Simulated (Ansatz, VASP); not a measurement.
**One calculation of MgS, two programs**

Contents of POSCAR:

```
MgS
1.0
    0.0000000000      2.5481866262      2.6339136872
    2.5481866262      0.0000000000      2.6339136872
    2.5481866262      2.5481866262      0.0000000000
Mg S
1 1
Direct
    0.0000000000      0.0000000000      0.0000000000
    0.5000000000      0.5000000000      0.5000000000
```

The input INCAR.step1:

```
ALGO = Normal ; EDIFF = 1E-5
ENCUT = 520 ; GGA = PE
ISIF = 2 ; ISMEAR = 0
LASPH = True ; LCHARG = False
LREAL = False ; LWAVE = True
NBANDS = 11 ; NELM = 100
PREC = Accurate ; SIGMA = 0.01
```

The input INCAR.step2:

```
ALGO = Normal ; EDIFF = 1E-6
ENCUT = 520 ; GGA = PE
HFSCREEN = 0.2079 ; ISIF = 2
ISMEAR = 0 ; ISTART = 1
LASPH = True ; LCHARG = False
LHFCALC = True ; LREAL = False
LWAVE = False ; NBANDS = 11
NELM = 100 ; PREC = Accurate
PRECFOCK = Normal ; SIGMA = 0.01
```

Contents of KPOINTS:

```
k-points
0
Gamma
  6 6 6
```

Input for Ansatz:

```yaml
crystal:
  lattice:
    - [0.0, 2.5481866262, 2.6339136872]
    - [2.5481866262, 0.0, 2.6339136872]
    - [2.5481866262, 2.5481866262, 0.0]
  atoms:
    - { symbol: Mg, position: [0.0, 0.0, 0.0] }
    - { symbol: S, position: [0.5, 0.5, 0.5] }
kpoints:
  mp_grid: { grid: [6, 6, 6] }
  band_path:
    path:
      - [0.0, 0.0, 0.0]
      - [0.5, 0.0, 0.5]
      - [0.625, 0.25, 0.625]
      - [0.375, 0.375, 0.75]
      - [0.5, 0.5, 0.5]
      - [0.5, 0.25, 0.75]
      - [0.0, 0.5, 0.5]
    npoints: 1
hamiltonian:
  xc: hse06
scf:
  occupations: { method: fixed }
  n_extra_bands: 4
output:
  forces: true
  stress: true
  eigenvalues: true
  write_density: true
  write_potential: true
  elf: true
  volumetric_format: npy
```

Change from the starting cell: epitaxial_xy strain -2.0%.

Alike in both runs: task single point; functional HSE06; k mesh 6 × 6 × 6; no spin polarisation.

|  | VASP | Ansatz |
| --- | --- | --- |
| version | VASP 6.6.1 | Ansatz 0.2.0 |
| potentials or method | VASP PAW PBE potentials, release 64 (Mg, S) | plane waves, PAW |
| plane-wave cutoff (eV) | 520 | 420 |
| occupations | gaussian, width 0.01 eV | fixed |
| valence electrons in the cell | 8 | 16 |

VASP gave:

```
gap on the k mesh at the Fermi level (eV)                     : 3.67
pressure (GPa)                                                : 1.9
traceless stress, the component that is largest in VASP (GPa) : -2.55
```

Estimate Ansatz's values.

gap on the k mesh at the Fermi level (eV): 3.72; pressure (GPa): 2.2; traceless stress, the component that is largest in VASP (GPa): -2.57.

VASP's potentials hold 8 valence electrons a cell and Ansatz's 16, so a difference there can come from the potentials and not from the codes. Ansatz's warnings: stress exchange threshold loose, stress scf threshold loose.
